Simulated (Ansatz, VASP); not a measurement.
# Two plane-wave programs on Au

INCAR

```
PREC = Accurate ; ENCUT = 520
EDIFF = 1E-6 ; ISMEAR = 0
SIGMA = 0.1 ; LREAL = False
LASPH = True ; NELM = 100
ALGO = Normal ; ISIF = 2
LWAVE = False ; LCHARG = True
GGA = PE ; IVDW = 12
LELF = True ; LVHAR = True
NBANDS = 12
```

The input KPOINTS:

```
regular mesh
0
Gamma
  18 18 18
```

Contents of POSCAR:

```
Au
1.0
    0.0000000000      1.9881114176      1.9881114176
    1.9881114176      0.0000000000      1.9881114176
    1.9881114176      1.9881114176      0.0000000000
Au
1
Direct
    0.0000000000      0.0000000000      0.0000000000
```

Input for Ansatz:

```yaml
crystal:
  lattice:
    - [0.0, 1.9881114176, 1.9881114176]
    - [1.9881114176, 0.0, 1.9881114176]
    - [1.9881114176, 1.9881114176, 0.0]
  atoms:
    - { symbol: Au, position: [0.0, 0.0, 0.0] }
basis:
  ecutwfc: 420
kpoints:
  mp_grid: { grid: [18, 18, 18] }
hamiltonian:
  xc: pbe
  dispersion: d3bj
scf:
  occupations: { method: gaussian, width: 0.1 }
output:
  forces: true
  stress: true
  eigenvalues: true
```

Alike in both runs: task single point; functional PBE; dispersion D3(BJ); k mesh 18 × 18 × 18; occupations gaussian, width 0.1 eV; no spin polarisation.

|  | VASP | Ansatz |
| --- | --- | --- |
| version | VASP 6.6.1 | Ansatz 0.2.0 |
| potentials or method | VASP PAW PBE potentials, release 64 (Au), cutoff 520 eV | scalar-relativistic, plane waves, PAW |
| valence electrons in the cell | 11 | 19 |

```csv
,VASP,Ansatz,Ansatz less VASP
gap on the k mesh at the Fermi level (eV),none,none,-
pressure (GPa),19.8,20.2,+0.41
```

A gap of «none» marks a metal or a gap that the smearing closes. VASP's potentials hold 11 valence electrons a cell and Ansatz's 19, so a difference there can come from the potentials and not from the codes.

Neither program's run includes spin-orbit coupling.
